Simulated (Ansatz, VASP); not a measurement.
Ti18Si: VASP beside Ansatz

```xyz
19
Lattice="5.5707 0.0000 0.0000 0.0000 7.7847 0.0000 0.0000 0.0000 21.5200" Properties=species:S:1:pos:R:3 pbc="T T T"
Ti    0.0000    3.8924    4.0000
Ti    2.7853    3.8924    4.0000
Ti    1.3927    1.2975    4.0000
Ti    4.1780    1.2975    4.0000
Ti    1.3927    6.4873    4.0000
Ti    4.1780    6.4873    4.0000
Ti    0.0000    0.0000    6.2143
Ti    2.7853    0.0000    6.2143
Ti    1.3927    5.1944    6.1998
Ti    4.1780    5.1944    6.1998
Ti    1.3927    2.5903    6.1998
Ti    4.1780    2.5903    6.1998
Ti    0.0000    3.8924    8.3610
Ti    2.7853    3.8924    8.3610
Ti    1.3927    1.2977    8.4200
Ti    4.1780    1.2977    8.4200
Ti    1.3927    6.4870    8.4200
Ti    4.1780    6.4870    8.4200
Si    2.0890    5.1901   10.9200
```

Alike in both runs: task single point; functional PBE; dispersion D3(BJ); k mesh 5 × 4 × 1; occupations gaussian, width 0.1 eV; no spin polarisation.

|  | VASP | Ansatz |
| --- | --- | --- |
| version | VASP 6.6.1 | Ansatz 0.2.0 |
| potentials or method | VASP PAW PBE potentials, release 64 (Ti_sv, Si), cutoff 520 eV | scalar-relativistic, plane waves, PAW |
| valence electrons in the cell | 220 | 220 |

```tsv
	VASP	Ansatz	Ansatz less VASP
gap on the k mesh at the Fermi level (eV)	none	none	-
rms of the force components (eV/Å)	0.384	0.384	+0.0005
```

Atom by atom the forces differ by 0.008 eV/Å (rms over components). A gap of «none» marks a metal or a gap that the smearing closes.
